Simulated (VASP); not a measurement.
# BN (P6_3/mmc) in VASP: a series of runs

The runs below take BN through single point, with PBE, LDA.

Everything below comes from runs of VASP 6.6.1. Logs are shortened: lines on timing, memory, paths and dates and some standing lists are left out, and cuts for length are marked.

### Step 1. The cell of the first run

The structure is hexagonal, space group P6_3/mmc (No. 194). Conventional cell: a = 2.491 Å, b = 2.491 Å, c = 4.001 Å, α = 90.00°, β = 90.00°, γ = 120.00°. Within 2.3 Å of B (site symmetry -3m) lie 6 N at 1.75 Å and 2 B at 2.00 Å. Within 2.3 Å of N (site symmetry -6m2) lie 6 B at 1.75 Å.

### Step 2. Single point, PBE

INCAR reads:

```
PREC     = Accurate       # precision mode
ENCUT    = 520            # plane-wave cutoff, eV
EDIFF    = 1E-6           # SCF threshold, eV
ISMEAR   = 0              # smearing method
SIGMA    = 0.01           # smearing width, eV
LREAL    = F              # projectors in reciprocal space
LASPH    = T              # aspherical terms in the spheres
NELM     = 100            # most SCF steps
ALGO     = Normal         # electronic algorithm
ISIF     = 2              # what is computed and relaxed
LWAVE    = F              # write WAVECAR
LCHARG   = F              # write CHGCAR
GGA      = PE             # functional
NBANDS   = 16             # bands
```

KPOINTS reads:

```
Automatic mesh
0
Gamma
  6 6 4
```

POSCAR reads:

```
BN
1.0
    2.4913353474      0.0000000000      0.0000000000
   -1.2456676737      2.1575597002      0.0000000000
    0.0000000000      0.0000000000      4.0010591824
B N
2 2
Direct
    0.0000000000      0.0000000000      0.0000000000
    0.0000000000      0.0000000000      0.5000000000
    0.3333333333      0.6666666667      0.2500000000
    0.6666666667      0.3333333333      0.7500000000
```

Potentials or basis: VASP PAW PBE potentials, release 64 (B, N).

On the command line:

```bash
$ cat potpaw_PBE.64/B/POTCAR potpaw_PBE.64/N/POTCAR > POTCAR
$ mpirun -np 1 vasp_std > vasp.out
```

OUTCAR:

```text
PREC = Accurate
   ENCUT = 520
   EDIFF = 1E-6
   ISMEAR = 0
   LREAL = F
   LASPH = T
   NELM = 100
   ISIF = 2
   GGA = PE

 ion  position               nearest neighbor table
   1  0.000  0.000  0.000-   3 1.75   4 1.75   4 1.75   3 1.75   4 1.75   3 1.75   2 2.00   2 2.00

   2  0.000  0.000  0.500-   3 1.75   4 1.75   4 1.75   3 1.75   4 1.75   3 1.75   1 2.00   1 2.00

   3  0.333  0.667  0.250-   1 1.75   2 1.75   1 1.75   2 1.75   1 1.75   2 1.75
   4  0.667  0.333  0.750-   1 1.75   2 1.75   1 1.75   2 1.75   1 1.75   2 1.75

  LATTYP: Found a hexagonal cell.
 ALAT       =     2.4913353474
 C/A-ratio  =     1.6059898105

  Lattice vectors:

 A1 = (   2.4913353474,   0.0000000000,   0.0000000000)
 A2 = (  -1.2456676737,   2.1575597002,   0.0000000000)
 A3 = (   0.0000000000,   0.0000000000,   4.0010591824)

Analysis of symmetry for initial positions (statically):
=====================================================================
 Subroutine PRICEL returns:
 Original cell was already a primitive cell.

 Routine SETGRP: Setting up the symmetry group for a
 hexagonal supercell.

 Subroutine GETGRP returns: Found 24 space group operations
 (whereof 12 operations were pure point group operations)
 out of a pool of 24 trial point group operations.

The static configuration has the point symmetry D_3d.
 The point group associated with its full space group is D_6h.

Analysis of symmetry for dynamics (positions and initial velocities):
=====================================================================
 Subroutine PRICEL returns:
 Original cell was already a primitive cell.

 Routine SETGRP: Setting up the symmetry group for a
 hexagonal supercell.

 Subroutine GETGRP returns: Found 24 space group operations
 (whereof 12 operations were pure point group operations)
 out of a pool of 24 trial point group operations.

The dynamic configuration has the point symmetry D_3d.
 The point group associated with its full space group is D_6h.

 Subroutine INISYM returns: Found 24 space group operations
 (whereof 12 operations are pure point group operations),
 and found     1 'primitive' translations

----------------------------------------------------------------------------------------

                                     Primitive cell

  volume of cell :      21.5065

  direct lattice vectors                    reciprocal lattice vectors
     2.491335347  0.000000000  0.000000000     0.401391166  0.231743298  0.000000000
    -1.245667674  2.157559700  0.000000000     0.000000000  0.463486595  0.000000000
     0.000000000  0.000000000  4.001059182     0.000000000  0.000000000  0.249933819

  length of vectors
     2.491335347  2.491335347  4.001059182     0.463486595  0.463486595  0.249933819

  position of ions in fractional coordinates (direct lattice)
     0.000000000  0.000000000  0.000000000
     0.000000000  0.000000000  0.500000000
     0.333333333  0.666666667  0.250000000
     0.666666667  0.333333333  0.750000000

  ion indices of the primitive-cell ions
   primitive index   ion index
                 1           1
                 2           2
                 3           3
                 4           4

----------------------------------------------------------------------------------------

 KPOINTS: Automatic mesh

Automatic generation of k-mesh.
 Grid dimensions read from file:
 generate k-points for:    6    6    4

 Generating k-lattice:

  Cartesian coordinates                     Fractional coordinates (reciprocal lattice)
     0.066898528  0.038623883  0.000000000     0.166666667  0.000000000  0.000000000
     0.000000000  0.077247766  0.000000000     0.000000000  0.166666667  0.000000000
     0.000000000  0.000000000  0.062483455     0.000000000  0.000000000  0.250000000

  Length of vectors
     0.077247766  0.077247766  0.062483455

  Shift w.r.t. Gamma in fractional coordinates (k-lattice)
     0.000000000  0.000000000  0.000000000

 Subroutine IBZKPT returns following result:
 ===========================================

 Found     21 irreducible k-points:

 Following reciprocal coordinates:
            Coordinates               Weight
  0.000000  0.000000  0.000000      1.000000
  0.166667  0.000000  0.000000      6.000000
  0.333333  0.000000  0.000000      6.000000
  0.500000 -0.000000  0.000000      3.000000
  0.166667  0.166667  0.000000      6.000000
  0.333333  0.166667  0.000000     12.000000
[... 13 lines left out ...]
  0.333333  0.166667  0.500000     12.000000
  0.333333  0.333333  0.500000      2.000000
   k-points           NKPTS =     21   k-points in BZ     NKDIM =     21   number of bands    NBANDS=     16
   number of dos      NEDOS =    301   number of ions     NIONS =      4
   total plane-waves  NPLWV =  12000
   dimension x,y,z NGX =    20 NGY =   20 NGZ =   30
   dimension x,y,z NGXF=    40 NGYF=   40 NGZF=   60
   ions per type =               2   2
   NGX,Y,Z   is equivalent  to a cutoff of  13.35, 13.35, 12.47 a.u.
   NGXF,Y,Z  is equivalent  to a cutoff of  26.69, 26.69, 24.93 a.u.
 SYSTEM =  unknown system
   PREC   = accura    normal or accurate (medium, high low for compatibility)
   ISTART =      0    job   : 0-new  1-cont  2-samecut
   ICHARG =      2    charge: 1-file 2-atom 10-const
   ISPIN  =      1    spin polarized calculation?
   LNONCOLLINEAR =      F non collinear calculations
   LSORBIT =      F    spin-orbit coupling
   LASPH  =      T    aspherical Exc in radial PAW
   ENCUT  =  520.0 eV  38.22 Ry    6.18 a.u.   4.63  4.63  7.44*2*pi/ulx,y,z
   NELM   =    100;   NELMIN=  2; NELMDL= -5     # of ELM steps
   EDIFF  = 0.1E-05   stopping-criterion for ELM
   LREAL  =      F    real-space projection
   EDIFFG = 0.1E-04   stopping-criterion for IOM
   NSW    =      0    number of steps for IOM
   IBRION =     -1    ionic relax: 0-MD 1-quasi-New 2-CG
   NFREE  =      0    steps in history (QN), initial steepest desc. (CG)
   ISIF   =      2    stress and relaxation
   ISYM   =      2    0-nonsym 1-usesym 2-fastsym
   POTIM  = 0.5000    time-step for ionic-motion
   TEBEG  =    0.0;   TEEND  =   0.0 temperature during run
   PSTRESS=    0.0 pullay stress
   NELECT =      16.0000    total number of electrons
   NUPDOWN=      -1.0000    fix difference up-down
   EMIN   =  10.00;   EMAX   =-10.00  energy-range for DOS
   EFERMI =   0.00;   METHOD = LEGACY
   ISMEAR =     0;   SIGMA  =   0.01  broadening in eV -4-tet -1-fermi 0-gaus
   EFERMI_NEDOS =   21; number of points for ismear=-14 and -15
   IALGO  =     38    algorithm
   IMIX   =      4    mixing-type and parameters
     AMIX     =   0.40;   BMIX     =  1.00
     AMIX_MAG =   1.60;   BMIX_MAG =  1.00
  volume/ion in A,a.u.               =       5.38        36.28
  Fermi-wavevector in a.u.,A,eV,Ry     =   1.483400  2.803219 29.939272  2.200474
  Thomas-Fermi vector in A             =   2.597066
   LORBIT       =      0    0 simple, 1 ext, 2 COOP (PROOUT), +10 PAW based schemes
   GGA     = PE    functional components
   LHFCALC =     F    Hartree Fock is set to
   AEXX    =    0.0000 exact exchange contribution
   IVDW    =     0    specifies the selected vdW correction
   LEPSILON=     F    determine dielectric tensor
   LRPA    =     F    only Hartree local field effects (RPA)
 non-spin polarized calculation
 Gauss-broadening in eV      SIGMA  =   0.01
  energy-cutoff  :      520.00
  volume of cell :       21.51
 maximum number of plane-waves:       592
 NGX is ok and might be reduce to    20
   NGX =  9   NGY =  9   NGZ = 15

 number of electron      15.9999997 magnetization

 Free energy of the ion-electron system (eV)
  ---------------------------------------------------
  ext. energy  EPLUGINS =         0.00000000
  ---------------------------------------------------
  free energy    TOTEN  =       -27.83241045 eV

  energy without entropy =      -27.83241045  energy(sigma->0) =      -27.83241045

 E-fermi :  10.2721     XC(G=0): -13.6614

 val. band max:       10.1395793238   @ k =   0.1667   0.0000   0.0000
 cond. band min:      11.7172956823   @ k =   0.3333   0.3333   0.0000
 fundamental gap:      1.5777163585
 Fermi energy:        10.2720546170

 k-point     1 :       0.0000    0.0000    0.0000
  band No.  band energies     occupation
      1     -12.1701      2.00000
      2      -7.0409      2.00000
      3      -2.0619      2.00000
      4       8.6828      2.00000
      5       8.6828      2.00000
      6       9.4638      2.00000
[... 8 lines left out ...]
     15      24.8933      0.00000
     16      25.2633      0.00000

 k-point     2 :       0.1667    0.0000    0.0000
  band No.  band energies     occupation
      1     -11.4887      2.00000
      2      -6.4183      2.00000
      3      -1.4626      2.00000
      4       4.9649      2.00000
      5       6.8457      2.00000
      6       7.8075      2.00000
[... 8 lines left out ...]
     15      23.5661      0.00000
     16      25.0222      0.00000

 k-point     3 :       0.3333    0.0000    0.0000
  band No.  band energies     occupation
      1      -9.5092      2.00000
      2      -4.9298      2.00000
      3       0.2202      2.00000
      4       0.2305      2.00000
      5       3.8454      2.00000
      6       5.0805      2.00000
[... 8 lines left out ...]
     15      23.1264      0.00000
     16      25.6712      0.00000

 k-point     4 :       0.5000   -0.0000    0.0000
  band No.  band energies     occupation
      1      -7.1831      2.00000
      2      -5.4698      2.00000
      3       0.0362      2.00000
      4       0.2123      2.00000
      5       1.8423      2.00000
      6       4.4351      2.00000
[... 8 lines left out ...]
     15      24.5139      0.00000
     16      25.9042      0.00000

 k-point     5 :       0.1667    0.1667    0.0000
  band No.  band energies     occupation
      1     -10.1525      2.00000
      2      -5.3057      2.00000
      3      -0.2969      2.00000
      4       2.5320      2.00000
      5       2.7319      2.00000
      6       7.4179      2.00000
[... 8 lines left out ...]
     15      23.4882      0.00000
     16      24.3551      0.00000

 k-point     6 :       0.3333    0.1667    0.0000
  band No.  band energies     occupation
      1      -7.6857      2.00000
      2      -4.5631      2.00000
      3      -0.4975      2.00000
      4       1.0103      2.00000
      5       1.7521      2.00000
      6       4.1113      2.00000
[... 8 lines left out ...]
     15      23.8082      0.00000
     16      24.4040      0.00000
[... 210 lines left out ...]
 k-point    18 :       0.5000   -0.0000    0.5000
  band No.  band energies     occupation
      1      -5.9196      2.00000
      2      -5.9196      2.00000
      3      -2.0549      2.00000
      4      -2.0549      2.00000
      5       6.2404      2.00000
      6       6.2404      2.00000
[... 8 lines left out ...]
     15      23.8920      0.00000
     16      23.8920      0.00000

 k-point    19 :       0.1667    0.1667    0.5000
  band No.  band energies     occupation
      1      -8.4740      2.00000
      2      -8.4740      2.00000
      3       3.0697      2.00000
      4       3.0697      2.00000
      5       4.2195      2.00000
      6       4.2195      2.00000
[... 8 lines left out ...]
     15      23.8998      0.00000
     16      23.8998      0.00000

 k-point    20 :       0.3333    0.1667    0.5000
  band No.  band energies     occupation
      1      -6.2188      2.00000
      2      -6.2188      2.00000
      3      -0.6640      2.00000
      4      -0.6640      2.00000
      5       3.1362      2.00000
      6       3.1362      2.00000
[... 8 lines left out ...]
     15      24.9936      0.00000
     16      24.9936      0.00000

 k-point    21 :       0.3333    0.3333    0.5000
  band No.  band energies     occupation
      1      -4.9443      2.00000
      2      -4.9443      2.00000
      3      -0.4405      2.00000
      4      -0.4405      2.00000
      5       0.1378      2.00000
      6       0.1378      2.00000
[... 8 lines left out ...]
     15      25.9374      0.00000
     16      25.9374      0.00000

------------------------ aborting loop because EDIFF is reached ----------------------------------------

  FORCE on cell =-STRESS in cart. coord.  units (eV):
  Direction    XX          YY          ZZ          XY          YZ          ZX
  --------------------------------------------------------------------------------------
  -------------------------------------------------------------------------------------
  Total        0.5152528      0.5152528      0.7701162      0.0000000     -0.0000000      0.0000000
  in kB       38.3849466     38.3849466     57.3715885      0.0000000     -0.0000000      0.0000000
  external PRESSURE =      44.7138272 kB  Pullay stress =       0.0000000 kB

 VOLUME and BASIS-vectors are now :
 -----------------------------------------------------------------------------
  energy-cutoff  :      520.00
  volume of cell :       21.51
      direct lattice vectors                 reciprocal lattice vectors
     2.491335347  0.000000000  0.000000000     0.401391166  0.231743298  0.000000000
    -1.245667674  2.157559700  0.000000000     0.000000000  0.463486595  0.000000000
     0.000000000  0.000000000  4.001059182     0.000000000  0.000000000  0.249933819

 POSITION                                       TOTAL-FORCE (eV/Angst)
 -----------------------------------------------------------------------------------
      0.00000      0.00000      0.00000         0.000000      0.000000     -0.000000
      0.00000      0.00000      2.00053         0.000000      0.000000     -0.000000
     -0.00000      1.43837      1.00026        -0.000000     -0.000000      0.000000
      1.24567      0.71919      3.00079        -0.000000      0.000000     -0.000000
 -----------------------------------------------------------------------------------
    total drift:                                0.000000     -0.000000      0.000000

  FREE ENERGIE OF THE ION-ELECTRON SYSTEM (eV)
  ---------------------------------------------------
  free  energy   TOTEN  =       -27.8324104463 eV

  energy  without entropy=      -27.8324104463  energy(sigma->0) =      -27.83241045
```

Wall time 4.1 s (1 thread of Intel Xeon 6975P-C (Granite Rapids), shared host); peak memory 0.12 GiB.

What came out:

```
Free energy            : -27.8324 eV
Pressure               : 4.5 GPa
Band gap on the k mesh : 1.58 eV, indirect (least direct gap 5.53 eV)
```

Stress tensor (GPa, compression positive):
```
3.84 0.00 0.00
0.00 3.84 0.00
0.00 0.00 5.74
```

Caveat: the k points lie up to 0.49 Å⁻¹ apart.

### Step 3. Single point, PBE

INCAR reads:

```
SYSTEM = BN
PREC     = Accurate       ! precision mode
ENCUT    = 520            ! plane-wave cutoff, eV
EDIFF    = 1E-6           ! SCF threshold, eV
ISMEAR   = 0              ! smearing method
SIGMA    = 0.01           ! smearing width, eV
LREAL    = .False.        ! projectors in reciprocal space
LASPH    = .True.         ! aspherical terms in the spheres
NELM     = 80             ! most SCF steps
ALGO     = Normal         ! electronic algorithm
ISIF     = 2              ! what is computed and relaxed
LWAVE    = .False.        ! write WAVECAR
LCHARG   = .True.         ! write CHGCAR
GGA      = PE             ! functional
LELF     = .True.         ! ELF
LVHAR    = .True.       
NBANDS   = 16             ! bands
```

KPOINTS reads:

```
regular mesh
0
Gamma
  6 6 4
  0 0 0
```

POSCAR is that of step 2.

Potentials or basis: VASP PAW PBE potentials, release 64 (B, N).

On the command line:

```bash
$ cat potpaw_PBE.64/B/POTCAR potpaw_PBE.64/N/POTCAR > POTCAR
$ mpirun -np 1 vasp_std > vasp.out
```

It took 4.1 s on 1 thread of Intel Xeon 6975P-C (Granite Rapids), shared host; peak memory 0.12 GiB.

It converged, with:

```yaml
Free_energy: -27.8324 eV
Pressure: 4.5 GPa
Band_gap_on_the_k_mesh: 1.58 eV, indirect (least direct gap 5.53 eV)
```

Stress tensor (GPa, compression positive):
```
3.84 0.00 0.00
0.00 3.84 0.00
0.00 0.00 5.74
```

Levels at points of the mesh, in eV from the valence-band top:
```csv
k point,band 6,band 7,band 8,band 9,band 10,band 11
"(0.00, 0.00, 0.00)",-0.68,-0.68,-0.18,5.81,8.16,8.34
"(0.50, 0.00, 0.00)",-5.70,-4.34,-0.58,5.39,5.57,6.03
"(0.00, 0.00, 0.50)",-0.96,-0.96,-0.96,7.08,7.08,7.79
"(0.50, 0.00, 0.50)",-3.90,-3.27,-3.27,4.78,4.78,7.60
```

Caveat: the k points lie up to 0.49 Å⁻¹ apart.

(Part 1 of 2 ends here.)
